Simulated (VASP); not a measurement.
# Hg (C2/m) in VASP: further runs, part 2 of 2

VASP 6.6.1. The steps go on from the part before.

## Step 3: Electric field gradients, PBE (29.45 Å³/atom)

Contents of INCAR:

```
ALGO     = Normal         # electronic algorithm
EDIFF    = 1E-8           # SCF threshold, eV
ENCUT    = 520            # plane-wave cutoff, eV
GGA      = PE             # functional
ISIF     = 2              # what is computed and relaxed
ISMEAR   = -1             # smearing method
LASPH    = T              # aspherical terms in the spheres
LCHARG   = F              # write CHGCAR
LEFG     = T            
LREAL    = F              # projectors in reciprocal space
LWAVE    = F              # write WAVECAR
NBANDS   = 12             # bands
NELM     = 80             # most SCF steps
PREC     = Accurate       # precision mode
SIGMA    = 0.05           # smearing width, eV
```

Contents of KPOINTS:

```
k-points
0
Gamma
  11 11 11
```

Contents of POSCAR:

```
Hg
1.0
    2.2777908541     -2.0859833149      0.0000000000
    2.2777908541      2.0859833149      0.0000000000
   -0.3555748511      0.0000000000      3.0994197582
Hg
1
Direct
    0.5000000000      0.5000000000      0.5000000000
```

Potentials or basis: VASP PAW PBE potentials, release 64 (Hg).

On the command line:

```
> cat potpaw_PBE.64/Hg/POTCAR > POTCAR
> mpirun -np 1 vasp_std > vasp.out
```

OUTCAR:

```text
EDIFF = 1E-8
   ENCUT = 520
   GGA = PE
   ISIF = 2
   ISMEAR = -1
   LASPH = T
   LREAL = F
   NELM = 80
   PREC = Accurate

 ion  position               nearest neighbor table
   1  0.500  0.500  0.500-

  LATTYP: Found a base centered monoclinic cell.
 ALAT       =     4.5555817082
 B/A-ratio  =     0.9157922955
 C/A-ratio  =     0.6848191074
 COS(beta)  =    -0.1139754530

  Lattice vectors:

 A1 = (   2.2777908541,  -2.0859833149,   0.0000000000)
 A2 = (   2.2777908541,   2.0859833149,   0.0000000000)
 A3 = (  -0.3555748511,   0.0000000000,   3.0994197582)

Analysis of symmetry for initial positions (statically):
=====================================================================
 Subroutine PRICEL returns:
 Original cell was already a primitive cell.

 Routine SETGRP: Setting up the symmetry group for a
 base centered monoclinic supercell.

 Subroutine GETGRP returns: Found  4 space group operations
 (whereof  4 operations were pure point group operations)
 out of a pool of  4 trial point group operations.

The static configuration has the point symmetry C_2h.

Analysis of symmetry for dynamics (positions and initial velocities):
=====================================================================
 Subroutine PRICEL returns:
 Original cell was already a primitive cell.

 Routine SETGRP: Setting up the symmetry group for a
 base centered monoclinic supercell.

 Subroutine GETGRP returns: Found  4 space group operations
 (whereof  4 operations were pure point group operations)
 out of a pool of  4 trial point group operations.

The dynamic configuration has the point symmetry C_2h.

 Subroutine INISYM returns: Found  4 space group operations
 (whereof  4 operations are pure point group operations),
 and found     1 'primitive' translations

----------------------------------------------------------------------------------------

                                     Primitive cell

  volume of cell :      29.4534

  direct lattice vectors                    reciprocal lattice vectors
     2.277790854 -2.085983315  0.000000000     0.219510935 -0.239695110  0.025182961
     2.277790854  2.085983315  0.000000000     0.219510935  0.239695110  0.025182961
    -0.355574851  0.000000000  3.099419758     0.000000000  0.000000000  0.322641035

  length of vectors
     3.088633608  3.088633608  3.119749399     0.325995365  0.325995365  0.322641035

  position of ions in fractional coordinates (direct lattice)
     0.500000000  0.500000000  0.500000000

  ion indices of the primitive-cell ions
   primitive index   ion index
                 1           1

----------------------------------------------------------------------------------------

 KPOINTS: k-points

Automatic generation of k-mesh.
 Grid dimensions read from file:
 generate k-points for:   11   11   11

[... 73 lines left out ...]
   PSTRESS=    0.0 pullay stress
   NELECT =      12.0000    total number of electrons
   NUPDOWN=      -1.0000    fix difference up-down
   EMIN   =  10.00;   EMAX   =-10.00  energy-range for DOS
   EFERMI =   0.00;   METHOD = LEGACY
   ISMEAR =    -1;   SIGMA  =   0.05  broadening in eV -4-tet -1-fermi 0-gaus
   EFERMI_NEDOS =   21; number of points for ismear=-14 and -15
   IALGO  =     38    algorithm
   IMIX   =      4    mixing-type and parameters
     AMIX     =   0.40;   BMIX     =  1.00
     AMIX_MAG =   1.60;   BMIX_MAG =  1.00
  volume/ion in A,a.u.               =      29.45       198.76
  Fermi-wavevector in a.u.,A,eV,Ry     =   1.213641  2.293449 20.040353  1.472924
  Thomas-Fermi vector in A             =   2.349086
   LORBIT       =      0    0 simple, 1 ext, 2 COOP (PROOUT), +10 PAW based schemes
   GGA     = PE    functional components
   LHFCALC =     F    Hartree Fock is set to
   AEXX    =    0.0000 exact exchange contribution
   IVDW    =     0    specifies the selected vdW correction
   LEPSILON=     F    determine dielectric tensor
   LRPA    =     F    only Hartree local field effects (RPA)
 non-spin polarized calculation
  energy-cutoff  :      520.00
  volume of cell :       29.45
 maximum number of plane-waves:       804
   NGX = 11   NGY = 11   NGZ = 11

 number of electron      11.9999998 magnetization

 Free energy of the ion-electron system (eV)
  ---------------------------------------------------
  ext. energy  EPLUGINS =         0.00000000
  ---------------------------------------------------
  free energy    TOTEN  =        -0.16543809 eV

  energy without entropy =       -0.16317687  energy(sigma->0) =       -0.16430748

 E-fermi :   1.2713     XC(G=0):  -9.5832

 val. band max:        1.2262335359   @ k =  -0.4545  -0.4545   0.2727
 cond. band min:       1.2823050872   @ k =  -0.0909   0.1818   0.4545
 fundamental gap:      0.0560715513
 Fermi energy:         1.2713422529

 k-point     1 :       0.0000    0.0000    0.0000
  band No.  band energies     occupation
      1      -6.4188      2.00000
      2      -6.2553      2.00000
      3      -6.2157      2.00000
      4      -4.5701      2.00000
      5      -4.5582      2.00000
      6      -4.5234      2.00000
      7      10.7820      0.00000
      8      11.0824      0.00000
      9      11.2176      0.00000
     10      14.2122      0.00000
     11      15.9011      0.00000
     12      16.1035      0.00000
[... 331 lines left out ...]
 k-point    24 :      -0.1818    0.1818    0.0000
  band No.  band energies     occupation
      1      -6.0942      2.00000
      2      -5.7966      2.00000
      3      -5.2873      2.00000
      4      -4.7232      2.00000
      5      -4.7121      2.00000
      6      -4.5884      2.00000
      7       7.2028      0.00000
      8       7.6442      0.00000
      9      12.4360      0.00000
     10      15.5387      0.00000
     11      19.3717      0.00000
     12      20.2426      0.00000

 [... further k-points ...]

------------------------ aborting loop because EDIFF is reached ----------------------------------------

  FORCE on cell =-STRESS in cart. coord.  units (eV):
  Direction    XX          YY          ZZ          XY          YZ          ZX
  --------------------------------------------------------------------------------------
  -------------------------------------------------------------------------------------
  Total        0.0958029      0.0621127      0.0178476      0.0000000      0.0000000     -0.0168335
  in kB        5.2113988      3.3787479      0.9708571      0.0000000      0.0000000     -0.9156953
  external PRESSURE =       3.1870013 kB  Pullay stress =       0.0000000 kB

 VOLUME and BASIS-vectors are now :
 -----------------------------------------------------------------------------
  energy-cutoff  :      520.00
  volume of cell :       29.45
      direct lattice vectors                 reciprocal lattice vectors
     2.277790854 -2.085983315  0.000000000     0.219510935 -0.239695110  0.025182961
     2.277790854  2.085983315  0.000000000     0.219510935  0.239695110  0.025182961
    -0.355574851  0.000000000  3.099419758     0.000000000  0.000000000  0.322641035

 POSITION                                       TOTAL-FORCE (eV/Angst)
 -----------------------------------------------------------------------------------
      2.10000      0.00000      1.54971        -0.000000     -0.000000      0.000000
 -----------------------------------------------------------------------------------
    total drift:                               -0.000000     -0.000000     -0.000000

  FREE ENERGIE OF THE ION-ELECTRON SYSTEM (eV)
  ---------------------------------------------------
  free  energy   TOTEN  =        -0.1654380866 eV

  energy  without entropy=       -0.1631768690  energy(sigma->0) =       -0.16430748

 Electric field gradients (V/A^2)
---------------------------------------------------------------------
 ion       V_xx      V_yy      V_zz      V_xy      V_xz      V_yz
---------------------------------------------------------------------
   1     -30.976    13.593    17.383    -0.000    24.456    -0.000
---------------------------------------------------------------------

 Electric field gradients after diagonalization (V/A^2)
 (convention: |V_zz| > |V_xx| > |V_yy|)
----------------------------------------------------------------------
 ion       V_xx      V_yy      V_zz     asymmetry (V_yy - V_xx)/ V_zz
----------------------------------------------------------------------
   1      27.594    13.593   -41.187       0.340
----------------------------------------------------------------------

           NMR quadrupolar parameters

 Cq : quadrupolar parameter    Cq=e*Q*V_zz/h
 eta: asymmetry parameters     (V_yy - V_xx)/ V_zz
 Q  : nuclear electric quadrupole moment in mb (millibarn)
----------------------------------------------------------------------
 ion       Cq(MHz)       eta       Q (mb)
----------------------------------------------------------------------
   1      -0.100       0.340       1.000
----------------------------------------------------------------------
```

Run time: 49 s. Hardware: 1 thread of Intel Xeon Platinum 8259CL at 2.50GHz (Skylake/Cascade Lake), shared host; peak memory 0.23 GiB.

What came out:

```
Free energy                             : -0.1654 eV
Pressure                                : 0.3 GPa
Band gap on the k mesh                  : zero (bands 6 and 7 overlap by 3.37 eV)
Largest electric field gradient by atom : Hg -41.2 V/Å²
```

Electric field gradients, principal values (V/Å²):
| atom | least | middle | greatest (by size) |
| --- | --- | --- | --- |
| 1 Hg | 13.593 | 27.594 | -41.187 |

Caveat: without QUAD_EFG the Cq values of the log hold for a quadrupole moment of 1 mb, not for the nuclei; spin-orbit coupling is left out, which moves the levels of the heavy elements.

## Step 4: Single point, PBE

This run uses another cell than the first one, of 27.79 Å³/atom.

Contents of POSCAR:

```
Hg
1.0
    2.2339762741     -2.0458582601      0.0000000000
    2.2339762741      2.0458582601      0.0000000000
   -0.3487351701      0.0000000000      3.0398006871
Hg
1
Direct
    0.5000000000      0.5000000000      0.5000000000
```

Contents of INCAR.step1:

```
SYSTEM = Hg
ALGO = Normal
EDIFF = 1E-7
ENCUT = 520
GGA = PE
ISIF = 2
ISMEAR = -1
LASPH = .True.
LCHARG = .True.
LREAL = .False.
LWAVE = .False.
NBANDS = 12
NELM = 80
PREC = Accurate
SIGMA = 0.05
```

Contents of KPOINTS.step1:

```
k-points
0
Gamma
  11 11 11
  0 0 0
```

Contents of INCAR.step2:

```
SYSTEM = Hg
ALGO = Normal
EDIFF = 1E-7
ENCUT = 520
GGA = PE
ICHARG = 11
ISIF = 2
ISMEAR = -5
LASPH = .True.
LCHARG = .False.
LORBIT = 10
LREAL = .False.
LWAVE = .False.
NEDOS = 2001
NELM = 80
PREC = Accurate
SIGMA = 0.05
```

Contents of KPOINTS.step2:

```
k-points
0
Gamma
  17 17 17
  0 0 0
```

On the command line:

```
> cat potpaw_PBE.64/Hg/POTCAR > POTCAR
> cp INCAR.step1 INCAR
> cp KPOINTS.step1 KPOINTS
> mpirun -np 1 vasp_std > vasp.out
> cp INCAR.step2 INCAR
> cp KPOINTS.step2 KPOINTS
> mpirun -np 1 vasp_std > vasp.out
```

It took 2.3 min on 1 thread of Intel Xeon Platinum 8259CL at 2.50GHz (Skylake/Cascade Lake), shared host; peak memory 0.46 GiB.

Results (log left out):

```yaml
Valence_electrons_inside_the_program's_atomic_spheres: Hg 10.46
```

Levels at points of the mesh, in eV from the Fermi level:
```tsv
k point	band 3	band 4	band 5	band 6	band 7	band 8	band 9	band 10
(0.00, 0.00, 0.00)	-7.81	-5.96	-5.95	-5.91	9.74	10.07	10.16	13.37
```

Caveat: spin-orbit coupling is left out, which moves the levels of the heavy elements; tetrahedron occupations give inexact forces and stress in metals.
